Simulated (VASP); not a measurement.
# Y (Fm-3m) in VASP: single point with PBE

Aim: the single point of Y with PBE.

Everything below comes from runs of VASP 6.6.1. Logs are shortened: lines on timing, memory, paths and dates and some standing lists are left out, and cuts for length are marked.

## 1. The cell of the first run

The structure is cubic, space group Fm-3m (No. 225). The conventional cell has a = 4.970 Å, b = 4.970 Å, c = 4.970 Å, α = 90.00°, β = 90.00°, γ = 90.00°. Within 4.6 Å of Y (site symmetry m-3m) lie 12 Y at 3.51 Å.

This isn't the form of Y at room conditions, which is hcp.

## 2. Single point, PBE

The input, INCAR:

```
  ALGO = Normal
  EDIFF = 1E-6
  ENCUT = 520
  GGA = PE
  ISIF = 2
  ISMEAR = -1
  LASPH = T
  LCHARG = T
  LELF = T
  LREAL = F
  LVHAR = T
  LWAVE = F
  NBANDS = 12
  NELM = 100
  PREC = Accurate
  SIGMA = 0.03
```

The input, KPOINTS:

```
k-points
0
Gamma
  14 14 14
```

The input, POSCAR:

```
Y
1.0
    0.0000000000      2.4850000000      2.4850000000
    2.4850000000      0.0000000000      2.4850000000
    2.4850000000      2.4850000000      0.0000000000
Y
1
Direct
    0.0000000000      0.0000000000      0.0000000000
```

Potentials or basis: VASP PAW PBE potentials, release 64 (Y_sv).

Launch:

```bash
cat potpaw_PBE.64/Y_sv/POTCAR > POTCAR
mpirun -np 1 vasp_std > vasp.out
```

OUTCAR:

```text
EDIFF = 1E-6
   ENCUT = 520
   GGA = PE
   ISIF = 2
   ISMEAR = -1
   LASPH = T
   LREAL = F
   NELM = 100
   PREC = Accurate

 ion  position               nearest neighbor table
   1  0.000  0.000  0.000-

  LATTYP: Found a face centered cubic cell.
 ALAT       =     4.9700000000

  Lattice vectors:

 A1 = (   0.0000000000,   2.4850000000,   2.4850000000)
 A2 = (   2.4850000000,   0.0000000000,   2.4850000000)
 A3 = (   2.4850000000,   2.4850000000,   0.0000000000)

Analysis of symmetry for initial positions (statically):
=====================================================================
 Subroutine PRICEL returns:
 Original cell was already a primitive cell.

 Routine SETGRP: Setting up the symmetry group for a
 face centered cubic supercell.

 Subroutine GETGRP returns: Found 48 space group operations
 (whereof 48 operations were pure point group operations)
 out of a pool of 48 trial point group operations.

The static configuration has the point symmetry O_h .

Analysis of symmetry for dynamics (positions and initial velocities):
=====================================================================
 Subroutine PRICEL returns:
 Original cell was already a primitive cell.

 Routine SETGRP: Setting up the symmetry group for a
 face centered cubic supercell.

 Subroutine GETGRP returns: Found 48 space group operations
 (whereof 48 operations were pure point group operations)
 out of a pool of 48 trial point group operations.

The dynamic configuration has the point symmetry O_h .

 Subroutine INISYM returns: Found 48 space group operations
 (whereof 48 operations are pure point group operations),
 and found     1 'primitive' translations

----------------------------------------------------------------------------------------

                                     Primitive cell

  volume of cell :      30.6909

  direct lattice vectors                    reciprocal lattice vectors
     0.000000000  2.485000000  2.485000000    -0.201207243  0.201207243  0.201207243
     2.485000000  0.000000000  2.485000000     0.201207243 -0.201207243  0.201207243
     2.485000000  2.485000000  0.000000000     0.201207243  0.201207243 -0.201207243

  length of vectors
     3.514320702  3.514320702  3.514320702     0.348501169  0.348501169  0.348501169

  position of ions in fractional coordinates (direct lattice)
     0.000000000  0.000000000  0.000000000

  ion indices of the primitive-cell ions
   primitive index   ion index
                 1           1

----------------------------------------------------------------------------------------

 KPOINTS: k-points

Automatic generation of k-mesh.
 Grid dimensions read from file:
 generate k-points for:   14   14   14

 Generating k-lattice:

  Cartesian coordinates                     Fractional coordinates (reciprocal lattice)
    -0.014371946  0.014371946  0.014371946     0.071428571  0.000000000  0.000000000
     0.014371946 -0.014371946  0.014371946     0.000000000  0.071428571  0.000000000
     0.014371946  0.014371946 -0.014371946     0.000000000  0.000000000  0.071428571

  Length of vectors
     0.024892941  0.024892941  0.024892941

  Shift w.r.t. Gamma in fractional coordinates (k-lattice)
     0.000000000  0.000000000  0.000000000

 Subroutine IBZKPT returns following result:
 ===========================================

 Found    104 irreducible k-points:

 Following reciprocal coordinates:
            Coordinates               Weight
  0.000000  0.000000  0.000000      1.000000
  0.071429  0.000000  0.000000      8.000000
  0.142857  0.000000  0.000000      8.000000
  0.214286  0.000000  0.000000      8.000000
  0.285714  0.000000  0.000000      8.000000
  0.357143  0.000000  0.000000      8.000000
[... 16 lines left out ...]
  0.214286  0.142857  0.000000     24.000000
  0.285714  0.142857  0.000000     24.000000
 [... further k-points ...]
   k-points           NKPTS =    104   k-points in BZ     NKDIM =    104   number of bands    NBANDS=     12
   number of dos      NEDOS =    301   number of ions     NIONS =      1
   total plane-waves  NPLWV =  21952
   dimension x,y,z NGX =    28 NGY =   28 NGZ =   28
   dimension x,y,z NGXF=    56 NGYF=   56 NGZF=   56
   ions per type =               1
   NGX,Y,Z   is equivalent  to a cutoff of  13.25, 13.25, 13.25 a.u.
   NGXF,Y,Z  is equivalent  to a cutoff of  26.49, 26.49, 26.49 a.u.
 SYSTEM =  unknown system
   PREC   = accura    normal or accurate (medium, high low for compatibility)
   ISTART =      0    job   : 0-new  1-cont  2-samecut
   ICHARG =      2    charge: 1-file 2-atom 10-const
   ISPIN  =      1    spin polarized calculation?
   LNONCOLLINEAR =      F non collinear calculations
   LSORBIT =      F    spin-orbit coupling
   LASPH  =      T    aspherical Exc in radial PAW
   ENCUT  =  520.0 eV  38.22 Ry    6.18 a.u.   6.53  6.53  6.53*2*pi/ulx,y,z
   NELM   =    100;   NELMIN=  2; NELMDL= -5     # of ELM steps
   EDIFF  = 0.1E-05   stopping-criterion for ELM
   LREAL  =      F    real-space projection
   EDIFFG = 0.1E-04   stopping-criterion for IOM
   NSW    =      0    number of steps for IOM
   IBRION =     -1    ionic relax: 0-MD 1-quasi-New 2-CG
   NFREE  =      0    steps in history (QN), initial steepest desc. (CG)
   ISIF   =      2    stress and relaxation
   ISYM   =      2    0-nonsym 1-usesym 2-fastsym
   POTIM  = 0.5000    time-step for ionic-motion
   TEBEG  =    0.0;   TEEND  =   0.0 temperature during run
   PSTRESS=    0.0 pullay stress
   NELECT =      11.0000    total number of electrons
   NUPDOWN=      -1.0000    fix difference up-down
   EMIN   =  10.00;   EMAX   =-10.00  energy-range for DOS
   EFERMI =   0.00;   METHOD = LEGACY
   ISMEAR =    -1;   SIGMA  =   0.03  broadening in eV -4-tet -1-fermi 0-gaus
   EFERMI_NEDOS =   21; number of points for ismear=-14 and -15
   IALGO  =     38    algorithm
   IMIX   =      4    mixing-type and parameters
     AMIX     =   0.40;   BMIX     =  1.00
     AMIX_MAG =   1.60;   BMIX_MAG =  1.00
  volume/ion in A,a.u.               =      30.69       207.11
  Fermi-wavevector in a.u.,A,eV,Ry     =   1.162883  2.197530 18.399114  1.352297
  Thomas-Fermi vector in A             =   2.299439
   LORBIT       =      0    0 simple, 1 ext, 2 COOP (PROOUT), +10 PAW based schemes
   GGA     = PE    functional components
   LHFCALC =     F    Hartree Fock is set to
   AEXX    =    0.0000 exact exchange contribution
   IVDW    =     0    specifies the selected vdW correction
   LEPSILON=     F    determine dielectric tensor
   LRPA    =     F    only Hartree local field effects (RPA)
 non-spin polarized calculation
  energy-cutoff  :      520.00
  volume of cell :       30.69
 maximum number of plane-waves:       869
 NGX is ok and might be reduce to    28
   NGX = 13   NGY = 13   NGZ = 13

 number of electron      10.9999999 magnetization

 Free energy of the ion-electron system (eV)
  ---------------------------------------------------
  ext. energy  EPLUGINS =         0.00000000
  ---------------------------------------------------
  free energy    TOTEN  =        -6.39786391 eV

  energy without entropy =       -6.39251278  energy(sigma->0) =       -6.39518834

 E-fermi :   3.4044     XC(G=0):  -9.6886

 val. band max:        3.4023793287   @ k =  -0.2857   0.2857   0.0714
 cond. band min:       3.4128335623   @ k =   0.5000   0.2143   0.0714
 fundamental gap:      0.0104542336
 Fermi energy:         3.4043559677

 k-point     1 :       0.0000    0.0000    0.0000
  band No.  band energies     occupation
      1     -39.1502      2.00000
      2     -18.8009      2.00000
      3     -18.8009      2.00000
      4     -18.8009      2.00000
      5      -1.4537      2.00000
      6       5.2391      0.00000
      7       5.2391      0.00000
      8       5.2391      0.00000
      9       7.3938      0.00000
     10       7.3938      0.00000
     11      12.5251      0.00000
     12      15.9794      0.00000

 k-point     2 :       0.0714    0.0000    0.0000
  band No.  band energies     occupation
      1     -39.1461      2.00000
      2     -18.8372      2.00000
      3     -18.8054      2.00000
      4     -18.8054      2.00000
      5      -1.3175      2.00000
      6       5.0842      0.00000
      7       5.3034      0.00000
      8       5.3034      0.00000
      9       7.3189      0.00000
     10       7.3189      0.00000
     11      12.8405      0.00000
     12      15.3612      0.00000

 k-point     3 :       0.1429    0.0000    0.0000
  band No.  band energies     occupation
      1     -39.1345      2.00000
      2     -18.9373      2.00000
      3     -18.8179      2.00000
      4     -18.8179      2.00000
      5      -0.9280      2.00000
      6       4.7120      0.00000
      7       5.4510      0.00000
      8       5.4510      0.00000
      9       7.1821      0.00000
     10       7.1821      0.00000
     11      13.5326      0.00000
     12      14.4740      0.00000
[... 286 lines left out ...]
 k-point    23 :       0.2143    0.1429    0.0000
  band No.  band energies     occupation
      1     -39.1168      2.00000
      2     -19.0254      2.00000
      3     -18.8706      2.00000
      4     -18.8652      2.00000
      5      -0.3195      2.00000
      6       4.1252      0.00000
      7       5.6542      0.00000
      8       5.8484      0.00000
      9       6.2769      0.00000
     10       7.7681      0.00000
     11      14.6162      0.00000
     12      15.0128      0.00000

 k-point    24 :       0.2857    0.1429    0.0000
  band No.  band energies     occupation
      1     -39.1005      2.00000
      2     -19.1502      2.00000
      3     -18.8931      2.00000
      4     -18.8864      2.00000
      5       0.2765      2.00000
      6       3.8226      0.00000
      7       5.2362      0.00000
      8       5.9203      0.00000
      9       6.7593      0.00000
     10       8.0318      0.00000
     11      13.8255      0.00000
     12      15.7406      0.00000

 [... further k-points ...]

------------------------ aborting loop because EDIFF is reached ----------------------------------------

  FORCE on cell =-STRESS in cart. coord.  units (eV):
  Direction    XX          YY          ZZ          XY          YZ          ZX
  --------------------------------------------------------------------------------------
  -------------------------------------------------------------------------------------
  Total        0.4282174      0.4282174      0.4282174      0.0000000      0.0000000     -0.0000000
  in kB       22.3545387     22.3545387     22.3545387      0.0000000      0.0000000     -0.0000000
  external PRESSURE =      22.3545387 kB  Pullay stress =       0.0000000 kB

 VOLUME and BASIS-vectors are now :
 -----------------------------------------------------------------------------
  energy-cutoff  :      520.00
  volume of cell :       30.69
      direct lattice vectors                 reciprocal lattice vectors
     0.000000000  2.485000000  2.485000000    -0.201207243  0.201207243  0.201207243
     2.485000000  0.000000000  2.485000000     0.201207243 -0.201207243  0.201207243
     2.485000000  2.485000000  0.000000000     0.201207243  0.201207243 -0.201207243

 POSITION                                       TOTAL-FORCE (eV/Angst)
 -----------------------------------------------------------------------------------
      0.00000      0.00000      0.00000         0.000000      0.000000      0.000000
 -----------------------------------------------------------------------------------
    total drift:                               -0.000000     -0.000000     -0.000000

  FREE ENERGIE OF THE ION-ELECTRON SYSTEM (eV)
  ---------------------------------------------------
  free  energy   TOTEN  =        -6.3978639090 eV

  energy  without entropy=       -6.3925127783  energy(sigma->0) =       -6.39518834
```

It took 18 s on 1 thread of Intel Xeon 6975P-C (Granite Rapids), shared host; peak memory 0.2 GiB.

What came out:

```yaml
Free_energy: -6.3979 eV
Pressure: 2.2 GPa
Band_gap_on_the_k_mesh: zero (an odd number of electrons rules out a gap without spin polarisation)
```
